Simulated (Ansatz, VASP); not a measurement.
## One calculation of BeZn2Se3, two programs

The input INCAR:

```
PREC = Accurate ; ENCUT = 600
EDIFF = 1E-6 ; ISMEAR = 0
SIGMA = 0.1 ; LREAL = F
LASPH = T ; NELM = 100
ALGO = Normal ; ISIF = 3
LWAVE = F ; LCHARG = F
GGA = PE ; IBRION = 2
NSW = 90 ; EDIFFG = -0.04
```

File KPOINTS:

```
regular mesh
0
Gamma
  6 6 6
```

Contents of POSCAR:

```
BeZn2Se3
1.0
   -1.9264520500      1.9264520500      8.1732438500
    1.9264520500     -1.9264520500      8.1732438500
    1.9264520500      1.9264520500     -8.1732438500
Be Zn Se
1 2 3
Direct
    0.5000000000      0.5000000000      0.0000000000
    0.8333333300      0.8333333300      0.0000000000
    0.1666666700      0.1666666700      0.0000000000
    0.4166666700      0.9166666700      0.5000000000
    0.0833333300      0.5833333300      0.5000000000
    0.7500000000      0.2500000000      0.5000000000
```

Input for Ansatz:

```yaml
crystal:
  lattice:
    - [-1.92645205, 1.92645205, 8.17324385]
    - [1.92645205, -1.92645205, 8.17324385]
    - [1.92645205, 1.92645205, -8.17324385]
  atoms:
    - { symbol: Be, position: [0.5, 0.5, 0.0] }
    - { symbol: Zn, position: [0.83333333, 0.83333333, 0.0] }
    - { symbol: Zn, position: [0.16666667, 0.16666667, 0.0] }
    - { symbol: Se, position: [0.41666667, 0.91666667, 0.5] }
    - { symbol: Se, position: [0.08333333, 0.58333333, 0.5] }
    - { symbol: Se, position: [0.75, 0.25, 0.5] }
basis:
  ecutwfc: 420
kpoints:
  mp_grid: { grid: [6, 6, 6] }
hamiltonian:
  xc: pbe
scf:
  occupations: { method: gaussian, width: 0.1 }
  lower_state_search: "off"
output:
  forces: true
  stress: true
  eigenvalues: true
relax:
  adjacent_minimum: "off"
  f_tol: 0.04
  max_steps: 70
  cell: { stress_tol: 0.4 }
```

Alike in both runs: task relaxation of cell and atoms; functional PBE; k mesh 6 × 6 × 6; occupations gaussian, width 0.1 eV; no spin polarisation.

|  | VASP | Ansatz |
| --- | --- | --- |
| version | VASP 6.6.1 | Ansatz 0.2.0 |
| potentials or method | VASP PAW PBE potentials, release 64 (Be, Zn, Se), cutoff 600 eV | scalar-relativistic, plane waves, PAW |
| valence electrons in the cell | 44 | 74 |

|  | VASP | Ansatz | Ansatz less VASP |
| --- | --- | --- | --- |
| gap on the k mesh at the Fermi level, each at its own relaxed structure (eV) | 1.83 | 1.83 | +0.005 |
| relaxed volume (Å³/atom) | 21.39 | 21.35 | -0.037 |
| relaxed cell length with the largest relative difference (Å) | 8.837 | 8.844 | +0.0065 |

VASP's potentials hold 44 valence electrons a cell and Ansatz's 74, so a difference there can come from the potentials and not from the codes.
